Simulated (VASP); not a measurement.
Here is a VASP 6.6.1 calculation.

Contents of POSCAR:

```
N
1.0
    4.0840620000      0.0000000000      0.0000000000
    0.0000000000      4.0840620000      0.0000000000
    0.0000000000      0.0000000000      5.3459130000
N
4
Direct
    0.9042750000      0.9042750000      0.0000000000
    0.5957250000      0.4042750000      0.5000000000
    0.0957250000      0.0957250000      0.0000000000
    0.4042750000      0.5957250000      0.5200000000
```

Contents of INCAR.step1:

```
  ALGO = Normal
  EDIFF = 1E-4
  ENCUT = 520
  GGA = PE
  ISMEAR = 0
  LASPH = T
  LCHARG = F
  LREAL = F
  LWAVE = T
  NBANDS = 18
  NELM = 80
  PREC = Accurate
  SIGMA = 0.01
```

INCAR.step2

```
  ALGO = Normal
  EDIFF = 1E-6
  ENCUT = 520
  ISIF = 2
  ISMEAR = 0
  ISTART = 1
  LASPH = T
  LCHARG = F
  LMIXTAU = T
  LREAL = F
  LWAVE = F
  METAGGA = R2SCAN
  NBANDS = 18
  NELM = 80
  PREC = Accurate
  SIGMA = 0.01
```

KPOINTS

```
k-points
0
Gamma
  3 3 2
```

Potentials or basis: VASP PAW PBE potentials, release 64 (N).

Run with:

```bash
$ cat potpaw_PBE.64/N/POTCAR > POTCAR
$ cp INCAR.step1 INCAR
$ mpirun -np 1 vasp_std > vasp.out
$ cp INCAR.step2 INCAR
$ mpirun -np 1 vasp_std > vasp.out
```

Question: What does it give for the pressure?

Answer: -0.5 GPa.

Question: Estimate the largest force.

Answer: 0.655 eV/Å.

Stress tensor (GPa, compression positive):
```
-0.69  0.80  0.06
 0.80 -0.69 -0.06
 0.06 -0.06 -0.22
```

Caveat: the k points lie up to 0.59 Å⁻¹ apart; the standard files for N, O and F lose accuracy on very short bonds; the PAW data sets were made with another functional, which shifts forces and pressure a little.
